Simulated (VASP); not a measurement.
# GaSb (F-43m) in VASP: settings compared, part 2 of 2

VASP 6.6.1. The steps go on from the part before.

### 3 Single point, BLYP

The input, POSCAR:

```
GaSb
1.0
    0.0000000000      3.0590000000      3.0590000000
    3.0590000000      0.0000000000      3.0590000000
    3.0590000000      3.0590000000      0.0000000000
Sb Ga
1 1
Direct
    0.7500000000      0.7500000000      0.7500000000
    0.0000000000      0.0000000000      0.0000000000
```

The input, INCAR.step1:

```
PREC     = Accurate       # precision mode
ENCUT    = 400            # plane-wave cutoff, eV
EDIFF    = 1E-6           # SCF threshold, eV
ISMEAR   = -1             # smearing method
SIGMA    = 0.05           # smearing width, eV
LREAL    = F              # projectors in reciprocal space
LASPH    = T              # aspherical terms in the spheres
NELM     = 120            # most SCF steps
ALGO     = Normal         # electronic algorithm
ISIF     = 2              # what is computed and relaxed
LWAVE    = F              # write WAVECAR
LCHARG   = T              # write CHGCAR
GGA      = B5             # functional
ALDAX    = 1.0          
AGGAX    = 1.0          
AGGAC    = 1.0          
ALDAC    = 0.0          
NBANDS   = 21             # bands
GGA_COMPAT= F            
NEDOS    = 2001           # points of the DOS
LORBIT   = 11             # projections on sites
```

The input, KPOINTS.step1:

```
regular mesh
0
Gamma
  4 4 4
```

The input, INCAR.step2:

```
PREC     = Accurate       # precision mode
ENCUT    = 400            # plane-wave cutoff, eV
EDIFF    = 1E-6           # SCF threshold, eV
ISMEAR   = -5             # smearing method
SIGMA    = 0.05           # smearing width, eV
LREAL    = F              # projectors in reciprocal space
LASPH    = T              # aspherical terms in the spheres
NELM     = 120            # most SCF steps
ALGO     = Normal         # electronic algorithm
ISIF     = 2              # what is computed and relaxed
LWAVE    = F              # write WAVECAR
LCHARG   = F              # write CHGCAR
GGA      = B5             # functional
ALDAX    = 1.0          
AGGAX    = 1.0          
AGGAC    = 1.0          
ALDAC    = 0.0          
LORBIT   = 11             # projections on sites
NBANDS   = 21             # bands
NEDOS    = 1001           # points of the DOS
ICHARG   = 11             # starting density
GGA_COMPAT= F
```

The input, KPOINTS.step2:

```
regular mesh
0
Gamma
  6 6 6
```

Potentials or basis: VASP PAW PBE potentials, release 64 (Sb_d_GW, Ga_d).

Launch:

```
cat potpaw_PBE.64/Sb_d_GW/POTCAR potpaw_PBE.64/Ga_d/POTCAR > POTCAR
cp INCAR.step1 INCAR
cp KPOINTS.step1 KPOINTS
mpirun -np 1 vasp_std > vasp.out
cp INCAR.step2 INCAR
cp KPOINTS.step2 KPOINTS
mpirun -np 1 vasp_std > vasp.out
```

OUTCAR:

```text
PREC = Accurate
   ENCUT = 400
   EDIFF = 1E-6
   ISMEAR = -5
   LREAL = F
   LASPH = T
   NELM = 120
   ISIF = 2
   GGA = B5
   LORBIT = 11
   ICHARG = 11

 ion  position               nearest neighbor table
   1  0.750  0.750  0.750-   2 2.65   2 2.65   2 2.65   2 2.65
   2  0.000  0.000  0.000-   1 2.65   1 2.65   1 2.65   1 2.65

  LATTYP: Found a face centered cubic cell.
 ALAT       =     6.1180000000

  Lattice vectors:

 A1 = (   0.0000000000,   3.0590000000,   3.0590000000)
 A2 = (   3.0590000000,   0.0000000000,   3.0590000000)
 A3 = (   3.0590000000,   3.0590000000,   0.0000000000)

Analysis of symmetry for initial positions (statically):
=====================================================================
 Subroutine PRICEL returns:
 Original cell was already a primitive cell.

 Routine SETGRP: Setting up the symmetry group for a
 face centered cubic supercell.

 Subroutine GETGRP returns: Found 24 space group operations
 (whereof 24 operations were pure point group operations)
 out of a pool of 48 trial point group operations.

The static configuration has the point symmetry T_d .

Analysis of symmetry for dynamics (positions and initial velocities):
=====================================================================
 Subroutine PRICEL returns:
 Original cell was already a primitive cell.

 Routine SETGRP: Setting up the symmetry group for a
 face centered cubic supercell.

 Subroutine GETGRP returns: Found 24 space group operations
 (whereof 24 operations were pure point group operations)
 out of a pool of 48 trial point group operations.

The dynamic configuration has the point symmetry T_d .

 Subroutine INISYM returns: Found 24 space group operations
 (whereof 24 operations are pure point group operations),
 and found     1 'primitive' translations

----------------------------------------------------------------------------------------

                                     Primitive cell

[... 107 lines left out ...]
   LORBIT       =     11    0 simple, 1 ext, 2 COOP (PROOUT), +10 PAW based schemes
   GGA     = B5    functional components
   LHFCALC =     F    Hartree Fock is set to
   AEXX    =    0.0000 exact exchange contribution
   IVDW    =     0    specifies the selected vdW correction
   LEPSILON=     F    determine dielectric tensor
   LRPA    =     F    only Hartree local field effects (RPA)
 non-spin polarized calculation
 Fermi weights with tetrahedron method with Bloechl corrections
  energy-cutoff  :      400.00
  volume of cell :       57.25
 maximum number of plane-waves:      1056

 number of electron      28.0000026 magnetization

 Free energy of the ion-electron system (eV)
  ---------------------------------------------------
  ext. energy  EPLUGINS =         0.00000000
  ---------------------------------------------------
  free energy    TOTEN  =        -6.01728930 eV

  energy without entropy =       -6.01728930  energy(sigma->0) =       -6.01728930

 E-fermi :   4.3068     XC(G=0):  -8.7055

 val. band max:        4.3065180321   @ k =   0.0000   0.0000   0.0000
 cond. band min:       4.3065192151   @ k =   0.0000   0.0000   0.0000
 fundamental gap:      0.0000011831
 Fermi energy:         4.3067775782

 k-point     1 :       0.0000    0.0000    0.0000
  band No.  band energies     occupation
      1     -24.3651      2.00000
      2     -24.3651      2.00000
      3     -24.3651      2.00000
      4     -24.3423      2.00000
      5     -24.3423      2.00000
      6     -10.8022      2.00000
[... 373 lines left out ...]
     20      14.5664      0.00000
     21      15.8432      0.00000

------------------------ aborting loop because EDIFF is reached ----------------------------------------

  FORCE on cell =-STRESS in cart. coord.  units (eV):
  Direction    XX          YY          ZZ          XY          YZ          ZX
  --------------------------------------------------------------------------------------
  -------------------------------------------------------------------------------------
  Total        0.4654081      0.4654081      0.4654081      0.0000000      0.0000000     -0.0000000
  in kB       13.0249512     13.0249512     13.0249512      0.0000000      0.0000000     -0.0000000
  external PRESSURE =      13.0249512 kB  Pullay stress =       0.0000000 kB

 VOLUME and BASIS-vectors are now :
 -----------------------------------------------------------------------------
  energy-cutoff  :      400.00
  volume of cell :       57.25
      direct lattice vectors                 reciprocal lattice vectors
     0.000000000  3.059000000  3.059000000    -0.163452109  0.163452109  0.163452109
     3.059000000  0.000000000  3.059000000     0.163452109 -0.163452109  0.163452109
     3.059000000  3.059000000  0.000000000     0.163452109  0.163452109 -0.163452109

 POSITION                                       TOTAL-FORCE (eV/Angst)
 -----------------------------------------------------------------------------------
      4.58850      4.58850      4.58850         0.000000     -0.000000     -0.000000
      0.00000      0.00000      0.00000        -0.000000      0.000000      0.000000
 -----------------------------------------------------------------------------------
    total drift:                                0.000001      0.000001      0.000001

  FREE ENERGIE OF THE ION-ELECTRON SYSTEM (eV)
  ---------------------------------------------------
  free  energy   TOTEN  =        -6.0172893000 eV

  energy  without entropy=       -6.0172893000  energy(sigma->0) =       -6.01728930

 total charge

# of ion       s       p       d       f       tot
--------------------------------------------------
    1        1.276   1.608   9.988   0.008  12.879
    2        0.922   0.767   9.965   0.000  11.654
--------------------------------------------------
tot          2.198   2.374  19.953   0.008  24.533
```

OUTCAR.step1:

```text
PREC = Accurate
   ENCUT = 400
   EDIFF = 1E-6
   ISMEAR = -1
   LREAL = F
   LASPH = T
   NELM = 120
   ISIF = 2
   GGA = B5
   LORBIT = 11

[... 393 lines left out ...]

  FREE ENERGIE OF THE ION-ELECTRON SYSTEM (eV)
  ---------------------------------------------------
  free  energy   TOTEN  =        -5.8603721528 eV

  energy  without entropy=       -5.8571500842  energy(sigma->0) =       -5.85876112

 total charge

# of ion       s       p       d       f       tot
--------------------------------------------------
    1        1.272   1.632   9.986   0.008  12.897
    2        0.913   0.773   9.966   0.000  11.652
--------------------------------------------------
tot          2.185   2.405  19.952   0.008  24.550
```

OSZICAR.step1:

```text
N       E                     dE             d eps       ncg     rms          rms(c)
DAV:   1     0.169778399971E+03    0.16978E+03   -0.10585E+04   448   0.101E+04
DAV:   2     0.156221078596E+02   -0.15416E+03   -0.14912E+03   558   0.102E+03
DAV:   3    -0.542486834783E+01   -0.21047E+02   -0.20964E+02   569   0.167E+02
DAV:   4    -0.594885162680E+01   -0.52398E+00   -0.52384E+00   473   0.200E+01
DAV:   5    -0.596533792228E+01   -0.16486E-01   -0.16478E-01   449   0.307E+00    0.291E+00
DAV:   6    -0.588956320873E+01    0.75775E-01   -0.98548E-02   524   0.740E+00    0.173E+00
DAV:   7    -0.585908773708E+01    0.30475E-01   -0.62933E-02   492   0.671E+00    0.238E-01
DAV:   8    -0.585990819511E+01   -0.82046E-03   -0.72454E-03   440   0.108E+00    0.877E-02
DAV:   9    -0.586034150276E+01   -0.43331E-03   -0.70168E-04   495   0.684E-01    0.247E-02
DAV:  10    -0.586036926053E+01   -0.27758E-04   -0.56309E-05   479   0.981E-02    0.901E-03
DAV:  11    -0.586037186395E+01   -0.26034E-05   -0.88857E-06   450   0.716E-02    0.181E-03
DAV:  12    -0.586037215276E+01   -0.28881E-06   -0.43097E-07   268   0.156E-02
   1 F= -.58603722E+01 E0= -.58587611E+01  d E =-.322207E-02
```

Run time: 26 s. Hardware: 1 thread of AMD EPYC 9R45 (Zen 5), shared host; peak memory 0.13 GiB.

What came out:

- Valence electrons inside the program's atomic spheres: Sb 12.88; Ga 11.65

Levels at points of the mesh, in eV from the Fermi level:
| k point | band 10 | band 11 | band 12 | band 13 | band 14 | band 15 | band 16 | band 17 | band 18 | band 19 |
| --- | --- | --- | --- | --- | --- | --- | --- | --- | --- | --- |
| (0.00, 0.00, 0.00) | -15.06 | -11.49 | -0.13 | 0.00 | 0.00 | 0.00 | 2.80 | 2.80 | 2.80 | 6.06 |
| (0.50, 0.00, 0.00) | -15.06 | -9.89 | -6.36 | -1.15 | -1.15 | 0.38 | 3.82 | 3.82 | 6.69 | 9.48 |
| (0.50, 0.50, 0.00) | -15.06 | -9.06 | -6.84 | -2.54 | -2.54 | 0.99 | 1.39 | 8.63 | 8.63 | 10.14 |

Caveat: the k points lie up to 0.44 Å⁻¹ apart; the PAW data sets were made with another functional, which shifts forces and pressure a little; spin-orbit coupling is left out, which moves the levels of the heavy elements.

### 4 Single point, LDA

POSCAR is that of step 3.

The input, INCAR.step1:

```
ALGO     = Normal         # electronic algorithm
EDIFF    = 1E-6           # SCF threshold, eV
ENCUT    = 400            # plane-wave cutoff, eV
GGA_COMPAT= F            
ISIF     = 2              # what is computed and relaxed
ISMEAR   = -1             # smearing method
LASPH    = T              # aspherical terms in the spheres
LCHARG   = T              # write CHGCAR
LORBIT   = 11             # projections on sites
LREAL    = F              # projectors in reciprocal space
LWAVE    = F              # write WAVECAR
NBANDS   = 21             # bands
NEDOS    = 2001           # points of the DOS
NELM     = 120            # most SCF steps
PREC     = Accurate       # precision mode
SIGMA    = 0.05           # smearing width, eV
```

The input, KPOINTS.step1:

```
k-points
0
Gamma
  4 4 4
```

The input, INCAR.step2:

```
ALGO     = Normal         # electronic algorithm
EDIFF    = 1E-6           # SCF threshold, eV
ENCUT    = 400            # plane-wave cutoff, eV
GGA_COMPAT= F            
ICHARG   = 11             # starting density
ISIF     = 2              # what is computed and relaxed
ISMEAR   = -5             # smearing method
LASPH    = T              # aspherical terms in the spheres
LCHARG   = F              # write CHGCAR
LORBIT   = 11             # projections on sites
LREAL    = F              # projectors in reciprocal space
LWAVE    = F              # write WAVECAR
NBANDS   = 21             # bands
NEDOS    = 1001           # points of the DOS
NELM     = 120            # most SCF steps
PREC     = Accurate       # precision mode
SIGMA    = 0.05           # smearing width, eV
```

The input, KPOINTS.step2:

```
k-points
0
Gamma
  6 6 6
```

Potentials or basis: VASP PAW LDA potentials, release 64 (Sb_d_GW, Ga_d).

Launch:

```
cat potpaw_LDA.64/Sb_d_GW/POTCAR potpaw_LDA.64/Ga_d/POTCAR > POTCAR
cp INCAR.step1 INCAR
cp KPOINTS.step1 KPOINTS
mpirun -np 1 vasp_std > vasp.out
cp INCAR.step2 INCAR
cp KPOINTS.step2 KPOINTS
mpirun -np 1 vasp_std > vasp.out
```

Run time: 8.4 s. Hardware: 1 thread of Intel Xeon 6975P-C (Granite Rapids), shared host; peak memory 0.14 GiB.

It converged, with:

```
Valence electrons inside the program's atomic spheres : Sb 12.82; Ga 11.65
```

Levels at points of the mesh, in eV from the Fermi level:
```tsv
k point	band 11	band 12	band 13	band 14	band 15	band 16	band 17	band 18
(0.00, 0.00, 0.00)	-11.52	-0.14	0.00	0.00	0.00	2.75	2.75	2.75
(0.50, 0.00, 0.00)	-9.90	-6.41	-1.16	-1.16	0.29	3.72	3.72	6.30
(0.50, 0.50, 0.00)	-9.07	-6.85	-2.58	-2.58	0.82	1.15	8.62	8.62
```

Caveat: the k points lie up to 0.44 Å⁻¹ apart; spin-orbit coupling is left out, which moves the levels of the heavy elements.
